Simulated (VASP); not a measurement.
# SiC (Moissanite 3C) (F-43m) in VASP: further runs

SiC (Moissanite 3C) is run at these levels: r2SCAN, r2SCAN0; tasks: relaxation of cell and atoms, single point.

All numbers are computed with VASP 6.6.1; they aren't measurements. Logs are shortened: lines on timing, memory, paths and dates and some standing lists are left out, and cuts for length are marked.

## Step 1: The cell of the first run

Symmetry: F-43m, No. 216, cubic system. The conventional cell has a = 4.380 Å, b = 4.380 Å, c = 4.380 Å, α = 90.00°, β = 90.00°, γ = 90.00°. Si (site symmetry -43m) has 4 C at 1.90 Å within 2.5 Å. Within 2.5 Å of C (site symmetry -43m) lie 4 Si at 1.90 Å.

## Step 2: Relaxation of cell and atoms, r2SCAN

POSCAR

```
SiC
1.0
    0.0000000000      2.1898675890      2.1898675890
    2.1898675890      0.0000000000      2.1898675890
    2.1898675890      2.1898675890      0.0000000000
Si C
1 1
Direct
    0.0000000000      0.0000000000      0.0000000000
    0.2500000000      0.2500000000      0.2500000000
```

INCAR.step1

```
SYSTEM = SiC
PREC     = Accurate       ! precision mode
ENCUT    = 600            ! plane-wave cutoff, eV
ISMEAR   = -1             ! smearing method
SIGMA    = 0.02           ! smearing width, eV
LREAL    = .False.        ! projectors in reciprocal space
LASPH    = .True.         ! aspherical terms in the spheres
NELM     = 80             ! most SCF steps
GGA      = PE             ! functional
ALGO     = Normal         ! electronic algorithm
EDIFF    = 1E-4           ! SCF threshold, eV
LWAVE    = .True.         ! write WAVECAR
LCHARG   = .False.        ! write CHGCAR
```

INCAR.step2

```
SYSTEM = SiC
PREC     = Accurate       ! precision mode
ENCUT    = 600            ! plane-wave cutoff, eV
EDIFF    = 1E-6           ! SCF threshold, eV
ISMEAR   = -1             ! smearing method
SIGMA    = 0.02           ! smearing width, eV
LREAL    = .False.        ! projectors in reciprocal space
LASPH    = .True.         ! aspherical terms in the spheres
NELM     = 80             ! most SCF steps
ALGO     = Normal         ! electronic algorithm
ISIF     = 3              ! what is computed and relaxed
LWAVE    = .False.        ! write WAVECAR
LCHARG   = .False.        ! write CHGCAR
METAGGA  = R2SCAN         ! meta-GGA
LMIXTAU  = .True.       
IBRION   = 2              ! ionic algorithm
NSW      = 80             ! ionic steps
EDIFFG   = -0.005         ! ionic threshold
ISTART   = 1
```

KPOINTS

```
regular mesh
0
Gamma
  10 10 10
  0 0 0
```

Potentials or basis: VASP PAW PBE potentials, release 64 (Si, C).

Run with:

```sh
cat potpaw_PBE.64/Si/POTCAR potpaw_PBE.64/C/POTCAR > POTCAR
cp INCAR.step1 INCAR
mpirun -np 1 vasp_std > vasp.out
cp INCAR.step2 INCAR
mpirun -np 1 vasp_std > vasp.out
```

OUTCAR:

```text
SYSTEM = SiC
   PREC = Accurate
   ENCUT = 600
   EDIFF = 1E-6
   ISMEAR = -1
   LREAL = .False.
   LASPH = .True.
   NELM = 80
   ISIF = 3
   METAGGA = R2SCAN
   IBRION = 2
   NSW = 80
   EDIFFG = -0.005
   ISTART = 1

 ion  position               nearest neighbor table
   1  0.000  0.000  0.000-   2 1.90   2 1.90   2 1.90   2 1.90
   2  0.250  0.250  0.250-   1 1.90   1 1.90   1 1.90   1 1.90

  LATTYP: Found a face centered cubic cell.
 ALAT       =     4.3797351780

  Lattice vectors:

 A1 = (   0.0000000000,   2.1898675890,   2.1898675890)
 A2 = (   2.1898675890,   0.0000000000,   2.1898675890)
 A3 = (   2.1898675890,   2.1898675890,   0.0000000000)

Analysis of symmetry for initial positions (statically):
=====================================================================
 Subroutine PRICEL returns:
 Original cell was already a primitive cell.

 Routine SETGRP: Setting up the symmetry group for a
 face centered cubic supercell.

 Subroutine GETGRP returns: Found 24 space group operations
 (whereof 24 operations were pure point group operations)
 out of a pool of 48 trial point group operations.

The static configuration has the point symmetry T_d .

Analysis of symmetry for dynamics (positions and initial velocities):
=====================================================================
 Subroutine PRICEL returns:
 Original cell was already a primitive cell.

 Routine SETGRP: Setting up the symmetry group for a
 face centered cubic supercell.

 Subroutine GETGRP returns: Found 24 space group operations
 (whereof 24 operations were pure point group operations)
 out of a pool of 48 trial point group operations.

The dynamic configuration has the point symmetry T_d .

 Subroutine INISYM returns: Found 24 space group operations
 (whereof 24 operations are pure point group operations),
 and found     1 'primitive' translations

----------------------------------------------------------------------------------------

                                     Primitive cell

  volume of cell :      21.0031

  direct lattice vectors                    reciprocal lattice vectors
     0.000000000  2.189867589  2.189867589    -0.228324307  0.228324307  0.228324307
     2.189867589  0.000000000  2.189867589     0.228324307 -0.228324307  0.228324307
     2.189867589  2.189867589  0.000000000     0.228324307  0.228324307 -0.228324307

  length of vectors
     3.096940444  3.096940444  3.096940444     0.395469301  0.395469301  0.395469301

  position of ions in fractional coordinates (direct lattice)
     0.000000000  0.000000000  0.000000000
     0.250000000  0.250000000  0.250000000

  ion indices of the primitive-cell ions
   primitive index   ion index
                 1           1
                 2           2

----------------------------------------------------------------------------------------

 KPOINTS: regular mesh

Automatic generation of k-mesh.
 Grid dimensions read from file:
 generate k-points for:   10   10   10

 Generating k-lattice:

  Cartesian coordinates                     Fractional coordinates (reciprocal lattice)
    -0.022832431  0.022832431  0.022832431     0.100000000  0.000000000  0.000000000
     0.022832431 -0.022832431  0.022832431     0.000000000  0.100000000  0.000000000
     0.022832431  0.022832431 -0.022832431     0.000000000  0.000000000  0.100000000

  Length of vectors
     0.039546930  0.039546930  0.039546930

  Shift w.r.t. Gamma in fractional coordinates (k-lattice)
     0.000000000  0.000000000  0.000000000

 Subroutine IBZKPT returns following result:
 ===========================================

 Found     47 irreducible k-points:

 Following reciprocal coordinates:
            Coordinates               Weight
  0.000000  0.000000  0.000000      1.000000
  0.100000  0.000000  0.000000      8.000000
  0.200000  0.000000  0.000000      8.000000
  0.300000  0.000000  0.000000      8.000000
  0.400000  0.000000  0.000000      8.000000
  0.500000  0.000000  0.000000      4.000000
[... 16 lines left out ...]
  0.300000  0.300000  0.000000      6.000000
  0.400000  0.300000  0.000000     24.000000
 [... further k-points ...]
   k-points           NKPTS =     47   k-points in BZ     NKDIM =     47   number of bands    NBANDS=      8
   number of dos      NEDOS =    301   number of ions     NIONS =      2
   total plane-waves  NPLWV =  21952
   dimension x,y,z NGX =    28 NGY =   28 NGZ =   28
   dimension x,y,z NGXF=    56 NGYF=   56 NGZF=   56
   ions per type =               1   1
   NGX,Y,Z   is equivalent  to a cutoff of  15.03, 15.03, 15.03 a.u.
   NGXF,Y,Z  is equivalent  to a cutoff of  30.06, 30.06, 30.06 a.u.
 SYSTEM =  SiC
   PREC   = accura    normal or accurate (medium, high low for compatibility)
   ISTART =      1    job   : 0-new  1-cont  2-samecut
   ICHARG =      0    charge: 1-file 2-atom 10-const
   ISPIN  =      1    spin polarized calculation?
   LNONCOLLINEAR =      F non collinear calculations
   LSORBIT =      F    spin-orbit coupling
   LASPH  =      T    aspherical Exc in radial PAW
   ENCUT  =  600.0 eV  44.10 Ry    6.64 a.u.   6.19  6.19  6.19*2*pi/ulx,y,z
   NELM   =     80;   NELMIN=  2; NELMDL=  0     # of ELM steps
   EDIFF  = 0.1E-05   stopping-criterion for ELM
   LREAL  =      F    real-space projection
   EDIFFG = -.5E-02   stopping-criterion for IOM
   NSW    =     80    number of steps for IOM
   IBRION =      2    ionic relax: 0-MD 1-quasi-New 2-CG
   NFREE  =      1    steps in history (QN), initial steepest desc. (CG)
   ISIF   =      3    stress and relaxation
   ISYM   =      2    0-nonsym 1-usesym 2-fastsym
   POTIM  = 0.5000    time-step for ionic-motion
   TEBEG  =    0.0;   TEEND  =   0.0 temperature during run
   PSTRESS=    0.0 pullay stress
   NELECT =       8.0000    total number of electrons
   NUPDOWN=      -1.0000    fix difference up-down
   EMIN   =  10.00;   EMAX   =-10.00  energy-range for DOS
   EFERMI =   0.00;   METHOD = LEGACY
   ISMEAR =    -1;   SIGMA  =   0.02  broadening in eV -4-tet -1-fermi 0-gaus
   EFERMI_NEDOS =   21; number of points for ismear=-14 and -15
   IALGO  =     38    algorithm
   IMIX   =      4    mixing-type and parameters
     AMIX     =   0.40;   BMIX     =  1.00
     AMIX_MAG =   1.60;   BMIX_MAG =  1.00
  volume/ion in A,a.u.               =      10.50        70.87
  Fermi-wavevector in a.u.,A,eV,Ry     =   1.186707  2.242552 19.160736  1.408274
  Thomas-Fermi vector in A             =   2.322874
   LORBIT       =      0    0 simple, 1 ext, 2 COOP (PROOUT), +10 PAW based schemes
   METAGGA = R2SCAN    functional components
   LHFCALC =     F    Hartree Fock is set to
   AEXX    =    0.0000 exact exchange contribution
   IVDW    =     0    specifies the selected vdW correction
   LEPSILON=     F    determine dielectric tensor
   LRPA    =     F    only Hartree local field effects (RPA)
 conjugate gradient relaxation of ions
 non-spin polarized calculation
  energy-cutoff  :      600.00
  volume of cell :       21.00
 maximum number of plane-waves:       725
 NGX is ok and might be reduce to    28
   NGX = 13   NGY = 13   NGZ = 13

--------------------------------------- Ionic step        1  -------------------------------------------

 number of electron       8.0000000 magnetization

 Free energy of the ion-electron system (eV)
  ---------------------------------------------------
  ext. energy  EPLUGINS =         0.00000000
  ---------------------------------------------------
  free energy    TOTEN  =       -19.32490676 eV

  energy without entropy =      -19.32490676  energy(sigma->0) =      -19.32490676

------------------------ aborting loop because EDIFF is reached ----------------------------------------

  FORCE on cell =-STRESS in cart. coord.  units (eV):
  Direction    XX          YY          ZZ          XY          YZ          ZX
  --------------------------------------------------------------------------------------
  -------------------------------------------------------------------------------------
  Total       -0.5069662     -0.5069662     -0.5069662      0.0000000     -0.0000000      0.0000000
  in kB      -38.6728329    -38.6728329    -38.6728329      0.0000000     -0.0000000      0.0000000
  external PRESSURE =     -38.6728329 kB  Pullay stress =       0.0000000 kB
[... 57 lines left out ...]
  energy  without entropy=      -19.3239558298  energy(sigma->0) =      -19.32395583

--------------------------------------- Ionic step        3  -------------------------------------------

 number of electron       8.0000000 magnetization

 Free energy of the ion-electron system (eV)
  ---------------------------------------------------
  ext. energy  EPLUGINS =         0.00000000
  ---------------------------------------------------
  free energy    TOTEN  =       -19.32942356 eV

  energy without entropy =      -19.32942356  energy(sigma->0) =      -19.32942356

 E-fermi :   8.4162     XC(G=0): -11.9464

 val. band max:        8.0113611347   @ k =   0.0000   0.0000   0.0000
 cond. band min:       9.7356426141   @ k =   0.5000   0.5000   0.0000
 fundamental gap:      1.7242814794
 Fermi energy:         8.4162494486

 k-point     1 :       0.0000    0.0000    0.0000
  band No.  band energies     occupation
      1      -8.1892      2.00000
      2       8.0114      2.00000
      3       8.0114      2.00000
      4       8.0114      2.00000
      5      14.8797      0.00000
      6      15.8819      0.00000
      7      15.8819      0.00000
      8      15.8819      0.00000
[... 243 lines left out ...]
 k-point    24 :       0.4000    0.3000    0.0000
  band No.  band energies     occupation
      1      -4.9479      2.00000
      2       2.1729      2.00000
      3       4.7349      2.00000
      4       5.2616      2.00000
      5      11.3122      0.00000
      6      14.1858      0.00000
      7      20.5412      0.00000
      8      20.8421      0.00000

 [... further k-points ...]

------------------------ aborting loop because EDIFF is reached ----------------------------------------

  FORCE on cell =-STRESS in cart. coord.  units (eV):
  Direction    XX          YY          ZZ          XY          YZ          ZX
  --------------------------------------------------------------------------------------
  -------------------------------------------------------------------------------------
  Total       -0.0014351     -0.0014351     -0.0014351      0.0000000      0.0000000     -0.0000000
  in kB       -0.1114201     -0.1114201     -0.1114201      0.0000000      0.0000000     -0.0000000
  external PRESSURE =      -0.1114201 kB  Pullay stress =       0.0000000 kB
[... 17 lines left out ...]
  FREE ENERGIE OF THE ION-ELECTRON SYSTEM (eV)
  ---------------------------------------------------
  free  energy   TOTEN  =       -19.3294235648 eV

  energy  without entropy=      -19.3294235648  energy(sigma->0) =      -19.32942356

 reached required accuracy - stopping structural energy minimisation
```

Run time: 93 s. Hardware: 1 thread of Intel Xeon 6975P-C, shared host; peak memory 0.16 GiB.

What came out:

```yaml
Free_energy: -19.3294 eV
Relaxed_volume: 10.32 Å³/atom
Relaxed_cell: a = 3.079 Å, b = 3.079 Å, c = 3.079 Å, α = 60.00°, β = 60.00°, γ = 60.00°
Space_group_after_relaxing_to_0.05_Å: F-43m (No. 216)
Energy_gained_by_relaxing: 2.3 meV/atom
Ionic_steps: 3
Pressure_after_relaxing: 0.0 GPa
Band_gap_on_the_k_mesh: 1.72 eV, indirect (least direct gap 5.06 eV)
```

Step by step:
| step | energy change (eV) | largest force (eV/Å) | pressure (GPa) | volume (Å³) |
| --- | --- | --- | --- | --- |
| 1 | 0.0000 | 0.0000 | -3.87 | 21.00 |
| 2 | 0.0010 | 0.0000 | 4.54 | 20.24 |
| 3 | -0.0045 | 0.0000 | -0.01 | 20.64 |

Final structure:
```yaml
crystal:
  lattice:
    - [0.00000, 2.17703, 2.17703]
    - [2.17703, 0.00000, 2.17703]
    - [2.17703, 2.17703, 0.00000]
  atoms:
    - { symbol: Si, position: [0.00000, 0.00000, 0.00000] }
    - { symbol: C, position: [0.25000, 0.25000, 0.25000] }
```

Levels at points of the mesh, in eV from the valence-band top:
```
           k point  band 2  band 3  band 4  band 5  band 6  band 7
(0.00, 0.00, 0.00)    0.00    0.00    0.00    6.87    7.87    7.87
(0.50, 0.00, 0.00)   -8.83   -1.11   -1.11    6.02    7.76    7.76
(0.50, 0.50, 0.00)   -8.06   -3.34   -3.34    1.72    4.83   15.16
```

Caveat: the PAW data sets were made with another functional, which shifts forces and pressure a little. A k mesh can miss the band edges.

## Step 3: Single point, r2SCAN0

This run uses another cell than the first one, of 10.33 Å³/atom, 0.984 times its volume.

POSCAR

```
SiC
1.0
    0.0000000000      2.1780503294      2.1780503294
    2.1780503294      0.0000000000      2.1780503294
    2.1780503294      2.1780503294      0.0000000000
Si C
1 1
Direct
    0.0000000000      0.0000000000      0.0000000000
    0.2500000000      0.2500000000      0.2500000000
```

INCAR.step1

```
  ALGO = Normal
  EDIFF = 1E-5
  ENCUT = 520
  GGA = PE
  ISIF = 2
  ISMEAR = 0
  LASPH = True
  LREAL = False
  LWAVE = True
  NBANDS = 11
  NELM = 80
  PREC = Accurate
  SIGMA = 0.01
```

INCAR.step2

```
  AEXX = 0.25
  ALGO = Normal
  EDIFF = 1E-6
  ENCUT = 520
  ISIF = 2
  ISMEAR = 0
  ISTART = 1
  LASPH = True
  LCHARG = True
  LELF = True
  LHFCALC = True
  LMIXTAU = True
  LREAL = False
  LVHAR = True
  LWAVE = False
  METAGGA = R2SCAN
  NBANDS = 11
  NELM = 80
  PREC = Accurate
  PRECFOCK = Normal
  SIGMA = 0.01
```

KPOINTS

```
k-points
0
Gamma
  8 8 8
```

Potentials or basis: VASP PAW PBE potentials, release 64 (Si, C).

Run with:

```sh
cat potpaw_PBE.64/Si/POTCAR potpaw_PBE.64/C/POTCAR > POTCAR
cp INCAR.step1 INCAR
mpirun -np 1 vasp_std > vasp.out
cp INCAR.step2 INCAR
mpirun -np 1 vasp_std > vasp.out
```

It took 17 min on 1 thread of Intel Xeon Platinum 8488C (Sapphire Rapids), shared host; peak memory 0.16 GiB.

The run converged. Its results:

```yaml
Free_energy: -21.6214 eV
Pressure: -3.6 GPa
Band_gap_on_the_k_mesh: 3.19 eV, indirect (least direct gap 6.81 eV)
```

Levels at points of the mesh, in eV from the valence-band top:
```csv
k point,band 1,band 2,band 3,band 4,band 5,band 6,band 7,band 8
"(0.00, 0.00, 0.00)",-17.53,0.00,0.00,0.00,8.64,9.65,9.65,9.65
"(0.50, 0.00, 0.00)",-13.64,-9.60,-1.20,-1.20,7.72,9.54,9.54,12.88
"(0.50, 0.50, 0.00)",-12.06,-8.76,-3.61,-3.61,3.19,6.41,17.38,17.38
```

Caveat: the PAW data sets were made with another functional, which shifts forces and pressure a little. A k mesh can miss the band edges.
